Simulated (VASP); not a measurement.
# BN in VASP: single point with PBE+D3(BJ)

Aim: the single point of BN with PBE+D3(BJ).

All numbers are computed with VASP 6.6.1; they aren't measurements. Logs are shortened: lines on timing, memory, paths and dates and some standing lists are left out, and cuts for length are marked.

## (1) The cell of the first run

The cell holds a slab with vacuum, 6 atoms: a = 2.506 Å, b = 2.506 Å, c = 23.593 Å, α = 90.00°, β = 90.00°, γ = 120.00°.

## (2) Single point, PBE+D3(BJ)

INCAR

```
SYSTEM = BN
PREC = Accurate
ENCUT = 520
EDIFF = 1E-6
ISMEAR = 0
SIGMA = 0.05
LREAL = .False.
LASPH = .True.
NELM = 100
ALGO = Normal
ISIF = 2
LWAVE = .False.
LCHARG = .False.
LDIPOL = .True.
IDIPOL = 3
DIPOL = 0.5 0.5 0.501
GGA = PE
IVDW = 12
NBANDS = 21
```

KPOINTS

```
regular mesh
0
Gamma
  12 12 1
  0 0 0
```

POSCAR

```
BN
1.0
    2.5061138139      0.0000000000      0.0000000000
   -1.2530569069      2.1703582276      0.0000000000
    0.0000000000      0.0000000000     23.5926876535
B N
3 3
Direct
    0.6666666667      0.3333333333      0.3602811229
    0.3333333333      0.6666666667      0.5012728499
    0.0000000000      0.0000000000      0.6421125559
    0.3333333333      0.6666666667      0.3604048960
    0.0000000000      0.0000000000      0.5013214953
    0.6666666667      0.3333333333      0.6421936120
```

Potentials or basis: VASP PAW PBE potentials, release 64 (B, N).

Started as:

```bash
$ cat potpaw_PBE.64/B/POTCAR potpaw_PBE.64/N/POTCAR > POTCAR
$ mpirun -np 1 vasp_std > vasp.out
```

OUTCAR:

```text
SYSTEM = BN
   PREC = Accurate
   ENCUT = 520
   EDIFF = 1E-6
   ISMEAR = 0
   LREAL = .False.
   LASPH = .True.
   NELM = 100
   ISIF = 2
   GGA = PE
   IVDW = 12
 IVDW          = 12

 ion  position               nearest neighbor table
   1  0.667  0.333  0.360-   4 1.45   4 1.45   4 1.45
   2  0.333  0.667  0.501-   5 1.45   5 1.45   5 1.45
   3  0.000  0.000  0.642-   6 1.45   6 1.45   6 1.45
   4  0.333  0.667  0.360-   1 1.45   1 1.45   1 1.45
   5  0.000  0.000  0.501-   2 1.45   2 1.45   2 1.45
   6  0.667  0.333  0.642-   3 1.45   3 1.45   3 1.45

  LATTYP: Found a hexagonal cell.
 ALAT       =     2.5061138139
 C/A-ratio  =     9.4140527548

  Lattice vectors:

 A1 = (   2.5061138139,   0.0000000000,   0.0000000000)
 A2 = (  -1.2530569069,   2.1703582276,   0.0000000000)
 A3 = (   0.0000000000,   0.0000000000,  23.5926876535)

Analysis of symmetry for initial positions (statically):
=====================================================================
 Subroutine PRICEL returns:
 Original cell was already a primitive cell.

 Routine SETGRP: Setting up the symmetry group for a
 hexagonal supercell.

 Subroutine GETGRP returns: Found  6 space group operations
 (whereof  6 operations were pure point group operations)
 out of a pool of 24 trial point group operations.

The static configuration has the point symmetry C_3v.

Analysis of symmetry for dynamics (positions and initial velocities):
=====================================================================
 Subroutine PRICEL returns:
 Original cell was already a primitive cell.

 Routine SETGRP: Setting up the symmetry group for a
 hexagonal supercell.

 Subroutine GETGRP returns: Found  6 space group operations
 (whereof  6 operations were pure point group operations)
 out of a pool of 24 trial point group operations.

The dynamic configuration has the point symmetry C_3v.

 Subroutine INISYM returns: Found  6 space group operations
 (whereof  6 operations are pure point group operations),
 and found     1 'primitive' translations

----------------------------------------------------------------------------------------

                                     Primitive cell

  volume of cell :     128.3245

  direct lattice vectors                    reciprocal lattice vectors
     2.506113814  0.000000000  0.000000000     0.399024176  0.230376716  0.000000000
    -1.253056907  2.170358228  0.000000000     0.000000000  0.460753431  0.000000000
     0.000000000  0.000000000 23.592687654     0.000000000  0.000000000  0.042386014

  length of vectors
     2.506113814  2.506113814 23.592687654     0.460753431  0.460753431  0.042386014

  position of ions in fractional coordinates (direct lattice)
     0.666666667  0.333333333  0.360281123
     0.333333333  0.666666667  0.501272850
     0.000000000  0.000000000  0.642112556
     0.333333333  0.666666667  0.360404896
     0.000000000  0.000000000  0.501321495
     0.666666667  0.333333333  0.642193612

  ion indices of the primitive-cell ions
   primitive index   ion index
                 1           1
                 2           2
                 3           3
                 4           4
                 5           5
                 6           6

----------------------------------------------------------------------------------------

 KPOINTS: regular mesh

Automatic generation of k-mesh.
 Grid dimensions read from file:
 generate k-points for:   12   12    1

 Generating k-lattice:

  Cartesian coordinates                     Fractional coordinates (reciprocal lattice)
     0.033252015  0.019198060  0.000000000     0.083333333  0.000000000  0.000000000
     0.000000000  0.038396119  0.000000000     0.000000000  0.083333333  0.000000000
     0.000000000  0.000000000  0.042386014     0.000000000  0.000000000  1.000000000

  Length of vectors
     0.038396119  0.038396119  0.042386014

  Shift w.r.t. Gamma in fractional coordinates (k-lattice)
     0.000000000  0.000000000  0.000000000

 Subroutine IBZKPT returns following result:
 ===========================================

 Found     19 irreducible k-points:

 Following reciprocal coordinates:
            Coordinates               Weight
  0.000000  0.000000  0.000000      1.000000
  0.083333 -0.000000  0.000000      6.000000
  0.166667 -0.000000  0.000000      6.000000
  0.250000 -0.000000  0.000000      6.000000
  0.333333 -0.000000  0.000000      6.000000
  0.416667 -0.000000  0.000000      6.000000
[... 11 lines left out ...]
  0.333333  0.250000  0.000000     12.000000
  0.333333  0.333333  0.000000      2.000000
   k-points           NKPTS =     19   k-points in BZ     NKDIM =     19   number of bands    NBANDS=     21
   number of dos      NEDOS =    301   number of ions     NIONS =      6
   total plane-waves  NPLWV =  72000
   dimension x,y,z NGX =    20 NGY =   20 NGZ =  180
   dimension x,y,z NGXF=    40 NGYF=   40 NGZF=  360
   ions per type =               3   3
   NGX,Y,Z   is equivalent  to a cutoff of  13.27, 13.27, 12.68 a.u.
   NGXF,Y,Z  is equivalent  to a cutoff of  26.53, 26.53, 25.37 a.u.
 SYSTEM =  BN
   PREC   = accura    normal or accurate (medium, high low for compatibility)
   ISTART =      0    job   : 0-new  1-cont  2-samecut
   ICHARG =      2    charge: 1-file 2-atom 10-const
   ISPIN  =      1    spin polarized calculation?
   LNONCOLLINEAR =      F non collinear calculations
   LSORBIT =      F    spin-orbit coupling
   LASPH  =      T    aspherical Exc in radial PAW
   ENCUT  =  520.0 eV  38.22 Ry    6.18 a.u.   4.66  4.66 43.87*2*pi/ulx,y,z
   NELM   =    100;   NELMIN=  2; NELMDL= -5     # of ELM steps
   EDIFF  = 0.1E-05   stopping-criterion for ELM
   LREAL  =      F    real-space projection
   EDIFFG = 0.1E-04   stopping-criterion for IOM
   NSW    =      0    number of steps for IOM
   IBRION =     -1    ionic relax: 0-MD 1-quasi-New 2-CG
   NFREE  =      0    steps in history (QN), initial steepest desc. (CG)
   ISIF   =      2    stress and relaxation
   ISYM   =      2    0-nonsym 1-usesym 2-fastsym
   POTIM  = 0.5000    time-step for ionic-motion
   TEBEG  =    0.0;   TEEND  =   0.0 temperature during run
   PSTRESS=    0.0 pullay stress
   NELECT =      24.0000    total number of electrons
   NUPDOWN=      -1.0000    fix difference up-down
   EMIN   =  10.00;   EMAX   =-10.00  energy-range for DOS
   EFERMI =   0.00;   METHOD = LEGACY
   ISMEAR =     0;   SIGMA  =   0.05  broadening in eV -4-tet -1-fermi 0-gaus
   EFERMI_NEDOS =   21; number of points for ismear=-14 and -15
   IALGO  =     38    algorithm
   IMIX   =      4    mixing-type and parameters
     AMIX     =   0.40;   BMIX     =  1.00
     AMIX_MAG =   1.60;   BMIX_MAG =  1.00
  volume/ion in A,a.u.               =      21.39       144.33
  Fermi-wavevector in a.u.,A,eV,Ry     =   0.936215  1.769189 11.925474  0.876498
  Thomas-Fermi vector in A             =   2.063201
   LORBIT       =      0    0 simple, 1 ext, 2 COOP (PROOUT), +10 PAW based schemes
   GGA     = PE    functional components
   LHFCALC =     F    Hartree Fock is set to
   AEXX    =    0.0000 exact exchange contribution
   IVDW    =    12    specifies the selected vdW correction
   LEPSILON=     F    determine dielectric tensor
   LRPA    =     F    only Hartree local field effects (RPA)
 non-spin polarized calculation
 Gauss-broadening in eV      SIGMA  =   0.05
  energy-cutoff  :      520.00
  volume of cell :      128.32
 maximum number of plane-waves:      3495
 NGX is ok and might be reduce to    20
   NGX =  9   NGY =  9   NGZ = 87

 dipolmoment           0.000000      0.000000     -0.000002 electrons x Angstroem

 number of electron      24.0000001 magnetization

 dipolmoment           0.000000      0.000000      0.008172 electrons x Angstroem

 Free energy of the ion-electron system (eV)
  ---------------------------------------------------
  ext. energy  EPLUGINS =         0.00000000
  ---------------------------------------------------
  free energy    TOTEN  =       -52.75572837 eV

  energy without entropy =      -52.75572837  energy(sigma->0) =      -52.75572837

 E-fermi :  -2.0618     XC(G=0):  -4.6198

 val. band max:       -2.2886248205   @ k =   0.3333   0.3333   0.0000
 cond. band min:       1.9814282999   @ k =   0.5000  -0.0000   0.0000
 fundamental gap:      4.2700531204
 Fermi energy:        -2.0617569412

 k-point     1 :       0.0000    0.0000    0.0000
  band No.  band energies     occupation
      1     -20.2221      2.00000
      2     -20.0684      2.00000
      3     -19.9003      2.00000
      4      -8.3614      2.00000
      5      -7.6577      2.00000
      6      -6.8730      2.00000
[... 13 lines left out ...]
     20       7.8480      0.00000
     21       8.8427      0.00000

 k-point     2 :       0.0833   -0.0000    0.0000
  band No.  band energies     occupation
      1     -20.0876      2.00000
      2     -19.9349      2.00000
      3     -19.7677      2.00000
      4      -8.1769      2.00000
      5      -7.4794      2.00000
      6      -6.7026      2.00000
[... 13 lines left out ...]
     20       7.9146      0.00000
     21       8.8381      0.00000

 k-point     3 :       0.1667   -0.0000    0.0000
  band No.  band energies     occupation
      1     -19.6914      2.00000
      2     -19.5422      2.00000
      3     -19.3776      2.00000
      4      -7.6311      2.00000
      5      -6.9567      2.00000
      6      -6.2094      2.00000
[... 13 lines left out ...]
     20       8.0149      0.00000
     21       8.5803      0.00000

 k-point     4 :       0.2500   -0.0000    0.0000
  band No.  band energies     occupation
      1     -19.0607      2.00000
      2     -18.9173      2.00000
      3     -18.7572      2.00000
      4      -7.6269      2.00000
      5      -7.5155      2.00000
      6      -7.3753      2.00000
[... 13 lines left out ...]
     20       7.3175      0.00000
     21       8.0743      0.00000

 k-point     5 :       0.3333   -0.0000    0.0000
  band No.  band energies     occupation
      1     -18.2641      2.00000
      2     -18.1292      2.00000
      3     -17.9753      2.00000
      4      -9.4036      2.00000
      5      -9.2866      2.00000
      6      -9.1441      2.00000
[... 13 lines left out ...]
     20       7.6756      0.00000
     21       7.9849      0.00000

 k-point     6 :       0.4167   -0.0000    0.0000
  band No.  band energies     occupation
      1     -17.4784      2.00000
      2     -17.3552      2.00000
      3     -17.2092      2.00000
      4     -10.8270      2.00000
      5     -10.7076      2.00000
      6     -10.5637      2.00000
[... 13 lines left out ...]
     20       8.6952      0.00000
     21       9.3026      0.00000

 k-point     7 :       0.5000   -0.0000    0.0000
  band No.  band energies     occupation
      1     -17.1062      2.00000
      2     -16.9912      2.00000
      3     -16.8502      2.00000
      4     -11.4157      2.00000
      5     -11.2960      2.00000
      6     -11.1520      2.00000
[... 13 lines left out ...]
     20      10.4351      0.00000
     21      10.5389      0.00000
[... 171 lines left out ...]
      1     -17.2031      2.00000
      2     -17.0820      2.00000
      3     -16.9375      2.00000
      4     -10.5876      2.00000
      5     -10.4715      2.00000
      6     -10.3296      2.00000
[... 13 lines left out ...]
     20       9.8498      0.00000
     21      10.1379      0.00000

 k-point    16 :       0.4167    0.1667    0.0000
  band No.  band energies     occupation
      1     -16.8624      2.00000
      2     -16.7483      2.00000
      3     -16.6078      2.00000
      4     -11.0955      2.00000
      5     -10.9776      2.00000
      6     -10.8346      2.00000
[... 13 lines left out ...]
     20      10.8198      0.00000
     21      11.0360      0.00000

 k-point    17 :       0.2500    0.2500    0.0000
  band No.  band energies     occupation
      1     -17.2335      2.00000
      2     -17.1107      2.00000
      3     -16.9652      2.00000
      4     -10.1205      2.00000
      5     -10.0121      2.00000
      6      -9.8737      2.00000
[... 13 lines left out ...]
     20      10.1050      0.00000
     21      10.8359      0.00000

 k-point    18 :       0.3333    0.2500    0.0000
  band No.  band energies     occupation
      1     -16.7186      2.00000
      2     -16.6042      2.00000
      3     -16.4638      2.00000
      4     -10.6404      2.00000
      5     -10.5272      2.00000
      6     -10.3868      2.00000
[... 13 lines left out ...]
     20      11.2127      0.00000
     21      11.2375      0.00000

 k-point    19 :       0.3333    0.3333    0.0000
  band No.  band energies     occupation
      1     -16.5229      2.00000
      2     -16.4110      2.00000
      3     -16.2721      2.00000
      4     -10.4210      2.00000
      5     -10.3170      2.00000
      6     -10.1805      2.00000
[... 13 lines left out ...]
     20      11.3408      0.00000
     21      11.4276      0.00000

------------------------ aborting loop because EDIFF is reached ----------------------------------------

 vacuum level on the upper side and lower side of the slab       (xc-potential included)         0.007        -0.262

 Edisp (eV)   -0.70416

 E8    (eV) :    -0.2135

  FORCE on cell =-STRESS in cart. coord.  units (eV):
  Direction    XX          YY          ZZ          XY          YZ          ZX
  --------------------------------------------------------------------------------------
  -------------------------------------------------------------------------------------
  Total       0.20635     0.20635    -0.05283     0.00000     0.00000    -0.00000
  in kB       2.57633     2.57633    -0.65964     0.00000     0.00000    -0.00000
  external pressure =        1.50 kB  Pullay stress =        0.00 kB

 VOLUME and BASIS-vectors are now :
 -----------------------------------------------------------------------------
  energy-cutoff  :      520.00
  volume of cell :      128.32
      direct lattice vectors                 reciprocal lattice vectors
     2.506113814  0.000000000  0.000000000     0.399024176  0.230376716  0.000000000
    -1.253056907  2.170358228  0.000000000     0.000000000  0.460753431  0.000000000
     0.000000000  0.000000000 23.592687654     0.000000000  0.000000000  0.042386014

 POSITION                                       TOTAL-FORCE (eV/Angst)
 -----------------------------------------------------------------------------------
      1.25306      0.72345      8.50000         0.000000      0.000000      0.055820
     -0.00000      1.44691     11.82637         0.000000     -0.000000      0.006407
      0.00000      0.00000     15.14916        -0.000000      0.000000      0.004260
     -0.00000      1.44691      8.50292         0.000000      0.000000     -0.056629
      0.00000      0.00000     11.82752         0.000000      0.000000     -0.006988
      1.25306      0.72345     15.15107         0.000000      0.000000     -0.002869
 -----------------------------------------------------------------------------------
    total drift:                               -0.000000      0.000000     -0.000004

  FREE ENERGIE OF THE ION-ELECTRON SYSTEM (eV)
  ---------------------------------------------------
  free  energy   TOTEN  =       -53.4598896243 eV

  energy  without entropy=      -53.4598896243  energy(sigma->0) =      -53.45988962

 vacuum level on the upper side and lower side of the slab         3.487         3.211
```

It took 99 s on 1 thread of Intel Xeon Platinum 8488C (Sapphire Rapids), shared host; peak memory 0.26 GiB.

What came out:

```yaml
Free_energy: -53.4599 eV
Largest_force: 0.057 eV/Å
Band_gap_on_the_k_mesh: 4.27 eV (least direct gap 4.40 eV)
Dispersion_energy_per_atom: -0.117 eV
```

Forces on the atoms (eV/Å):
```
B    0.000  0.000  0.056
B    0.000  0.000  0.006
B    0.000  0.000  0.004
N    0.000  0.000 -0.057
N    0.000  0.000 -0.007
N    0.000  0.000 -0.003
```

Levels at points of the mesh, in eV from the valence-band top:
```tsv
k point	band 9	band 10	band 11	band 12	band 13	band 14	band 15	band 16
(0.00, 0.00, 0.00)	-1.46	-1.46	-1.33	-1.33	4.69	5.06	5.85	6.62
(0.50, 0.00, 0.00)	-4.12	-1.30	-1.06	-0.79	4.27	4.73	5.08	9.52
```
